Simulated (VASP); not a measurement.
# K (I4/mmm) in VASP: a series of runs, part 2 of 2

VASP 6.6.1. The steps go on from the part before.

## 6. Single point, PBEsol

This run uses another cell than the first one, of the same volume but with other edges.

Input file INCAR:

```
SYSTEM = K
  PREC = Accurate
  ENCUT = 520
  EDIFF = 1E-6
  ISMEAR = 0
  SIGMA = 0.15
  LREAL = .False.
  LASPH = .True.
  NELM = 100
  ALGO = Fast
  ISIF = 2
  LWAVE = .False.
  LCHARG = .False.
  GGA = PS
  NBANDS = 10
```

Input file KPOINTS:

```
Automatic mesh
0
Gamma
  14 14 14
  0 0 0
```

Input file POSCAR:

```
K
1.0
   -3.0222602326      3.0222602326      1.9644691512
    3.0222602326     -3.0222602326      1.9644691512
    3.0222602326      3.0222602326     -1.9644691512
K
1
Direct
    0.0000000000      0.0000000000      0.0000000000
```

Potentials or basis: VASP PAW PBE potentials, release 64 (K_sv).

The run is started by

```bash
$ cat potpaw_PBE.64/K_sv/POTCAR > POTCAR
$ mpirun -np 1 vasp_std > vasp.out
```

OUTCAR:

```text
SYSTEM = K
   PREC = Accurate
   ENCUT = 520
   EDIFF = 1E-6
   ISMEAR = 0
   LREAL = .False.
   LASPH = .True.
   NELM = 100
   ISIF = 2
   GGA = PS

 ion  position               nearest neighbor table
   1  0.000  0.000  0.000-

  LATTYP: Found a body centered tetragonal cell.
 ALAT       =     6.0445204652
 C/A-ratio  =     0.6500000000

  Lattice vectors:

 A1 = (  -3.0222602326,   3.0222602326,   1.9644691512)
 A2 = (   3.0222602326,  -3.0222602326,   1.9644691512)
 A3 = (   3.0222602326,   3.0222602326,  -1.9644691512)

Analysis of symmetry for initial positions (statically):
=====================================================================
 Subroutine PRICEL returns:
 Original cell was already a primitive cell.

 Routine SETGRP: Setting up the symmetry group for a
 body centered tetragonal supercell.

 Subroutine GETGRP returns: Found 16 space group operations
[... 159 lines left out ...]
  ---------------------------------------------------
  free energy    TOTEN  =        -1.05745958 eV

  energy without entropy =       -1.04943946  energy(sigma->0) =       -1.05344952

 E-fermi :  -0.0895     XC(G=0):  -5.7506

 val. band max:       -0.0950208636   @ k =   0.5000   0.5000   0.1429
 cond. band min:      -0.0872863894   @ k =   0.2143   0.1429   0.1429
 fundamental gap:      0.0077344742
 Fermi energy:        -0.0894722059

 k-point     1 :       0.0000    0.0000    0.0000
  band No.  band energies     occupation
      1     -32.1903      2.00000
      2     -15.6942      2.00000
      3     -15.6942      2.00000
      4     -15.6612      2.00000
      5      -2.2972      2.00000
      6       2.8641      0.00000
      7       3.5774      0.00000
      8       5.5728      0.00000
      9       5.5834      0.00000
     10       6.1337      0.00000
[... 287 lines left out ...]
 k-point    24 :       0.2857    0.1429    0.0000
  band No.  band energies     occupation
      1     -32.1751      2.00000
      2     -15.8548      2.00000
      3     -15.6965      2.00000
      4     -15.6927      2.00000
      5       0.0166      0.31729
      6       2.2586      0.00000
      7       2.5501      0.00000
      8       4.5050      0.00000
      9       4.7742      0.00000
     10       5.6734      0.00000

 [... further k-points ...]
[... 5 lines left out ...]
  --------------------------------------------------------------------------------------
  -------------------------------------------------------------------------------------
  Total       -0.2016428     -0.2016428      0.6244771      0.0000000      0.0000000      0.0000000
  in kB       -4.5011593     -4.5011593     13.9398528      0.0000000      0.0000000      0.0000000
  external PRESSURE =       1.6458448 kB  Pullay stress =       0.0000000 kB

 VOLUME and BASIS-vectors are now :
 -----------------------------------------------------------------------------
  energy-cutoff  :      520.00
  volume of cell :       71.77
      direct lattice vectors                 reciprocal lattice vectors
    -3.022260233  3.022260233  1.964469151     0.000000000  0.165439096  0.254521686
     3.022260233 -3.022260233  1.964469151     0.165439096  0.000000000  0.254521686
     3.022260233  3.022260233 -1.964469151     0.165439096  0.165439096  0.000000000

 POSITION                                       TOTAL-FORCE (eV/Angst)
 -----------------------------------------------------------------------------------
      0.00000      0.00000      0.00000        -0.000000     -0.000000      0.000000
 -----------------------------------------------------------------------------------
    total drift:                               -0.000000      0.000000      0.000000

  FREE ENERGIE OF THE ION-ELECTRON SYSTEM (eV)
  ---------------------------------------------------
  free  energy   TOTEN  =        -1.0574595825 eV

  energy  without entropy=       -1.0494394553  energy(sigma->0) =       -1.05344952
```

OSZICAR:

```text
N       E                     dE             d eps       ncg     rms          rms(c)
DAV:   1     0.460071511040E+02    0.46007E+02   -0.35541E+03  4880   0.686E+02
DAV:   2     0.528036884336E+00   -0.45479E+02   -0.44862E+02  5258   0.192E+02
DAV:   3    -0.100778335953E+01   -0.15358E+01   -0.15301E+01  7526   0.281E+01
DAV:   4    -0.106016219105E+01   -0.52379E-01   -0.52277E-01  6714   0.432E+00
DAV:   5    -0.106160787107E+01   -0.14457E-02   -0.14445E-02  7778   0.498E-01    0.196E+00
RMM:   6    -0.105853741584E+01    0.30705E-02   -0.29746E-03  6637   0.401E-01    0.131E+00
RMM:   7    -0.105742822880E+01    0.11092E-02   -0.70808E-03  6915   0.522E-01    0.104E-01
RMM:   8    -0.105742708988E+01    0.11389E-05   -0.11831E-03  7439   0.333E-01    0.382E-02
RMM:   9    -0.105745601556E+01   -0.28926E-04   -0.15568E-04  7948   0.788E-02    0.165E-02
RMM:  10    -0.105745758427E+01   -0.15687E-05   -0.51296E-05  8055   0.446E-02    0.772E-03
RMM:  11    -0.105745884039E+01   -0.12561E-05   -0.94295E-06  7924   0.175E-02    0.561E-03
RMM:  12    -0.105745958255E+01   -0.74216E-06   -0.32006E-06  6817   0.981E-03
   1 F= -.10574596E+01 E0= -.10534495E+01  d E =-.802013E-02
```

Run time: 2.3 min. Hardware: 1 thread of Intel Xeon 6975P-C, shared host; peak memory 0.32 GiB.

Results:

```
Free energy : -1.0575 eV
Pressure    : 0.2 GPa
```

Stress tensor (GPa, compression positive):
```
-0.45  0.00  0.00
 0.00 -0.45  0.00
 0.00  0.00  1.39
```

Caveat: the PAW data sets were made with another functional, which shifts forces and pressure a little.

## 7. Single point, PBEsol

This run uses another cell than the first one, of the same volume but with other edges.

Input file INCAR:

```
SYSTEM = K
  PREC = Accurate
  ENCUT = 520
  EDIFF = 1E-6
  ISMEAR = 0
  SIGMA = 0.15
  LREAL = .FALSE.
  LASPH = .TRUE.
  NELM = 100
  ALGO = Fast
  ISIF = 2
  LWAVE = .FALSE.
  LCHARG = .TRUE.
  GGA = PS
  LELF = .TRUE.
  LVHAR = .TRUE.
  NBANDS = 10
```

Input file KPOINTS:

```
Automatic mesh
0
G
  14 14 14
  0 0 0
```

Input file POSCAR:

```
K
1.0
   -2.2870336567      2.2870336567      3.4305504850
    2.2870336567     -2.2870336567      3.4305504850
    2.2870336567      2.2870336567     -3.4305504850
K
1
Direct
    0.0000000000      0.0000000000      0.0000000000
```

The run is started by

```bash
$ cat potpaw_PBE.64/K_sv/POTCAR > POTCAR
$ mpirun -np 1 vasp_std > vasp.out
```

Run time: 2.3 min. Hardware: 1 thread of Intel Xeon 6975P-C, shared host; peak memory 0.32 GiB.

Results (log left out):

* Free energy: -1.1377 eV
* Pressure: 0.0 GPa

Stress tensor (GPa, compression positive):
```
-0.01  0.00  0.00
 0.00 -0.01  0.00
 0.00  0.00 -0.10
```

Levels at points of the mesh, in eV from the Fermi level:
```csv
k point,band 2,band 3,band 4,band 5,band 6,band 7,band 8,band 9
"(0.00, 0.00, 0.00)",-15.49,-15.49,-15.49,-2.20,4.10,4.31,4.31,5.28
"(0.50, 0.00, 0.00)",-15.56,-15.50,-15.50,0.32,0.56,3.85,4.18,6.25
"(0.50, 0.50, 0.00)",-15.56,-15.52,-15.51,0.97,1.54,2.27,4.84,4.90
"(0.50, 0.50, 0.50)",-15.56,-15.51,-15.51,0.75,1.13,2.45,5.28,5.28
```

Caveat: the PAW data sets were made with another functional, which shifts forces and pressure a little.

## 8. Summary

```tsv
cell	gap on the mesh (eV)	pressure (GPa)
a = 4.593 Å, angles 103.5, 103.5, 122.2°, 1 atom	none	0.0
a = 4.608 Å, angles 117.3, 117.3, 94.8°, 1 atom	none	0.0
a = 4.541 Å, angles 107.3, 107.3, 113.9°, 1 atom	none	0.0
a = 4.544 Å, angles 112.1, 112.1, 104.2°, 1 atom	none	0.0
a = 4.704 Å, angles 100.0, 100.0, 130.6°, 1 atom	none	0.2
a = 4.715 Å, angles 122.0, 122.0, 86.6°, 1 atom	none	0.0
```

Alike in all rows: task single point; level PBEsol; potentials or basis VASP PAW PBE potentials, release 64 (K_sv); no spin polarisation; k mesh 14 × 14 × 14; cutoff (eV) 520; smearing gaussian 0.15 eV.

Caveats: the PAW data sets were made with another functional, which shifts forces and pressure a little.

Total energies depend on the potentials used, so only differences within one code and one set of settings carry meaning.
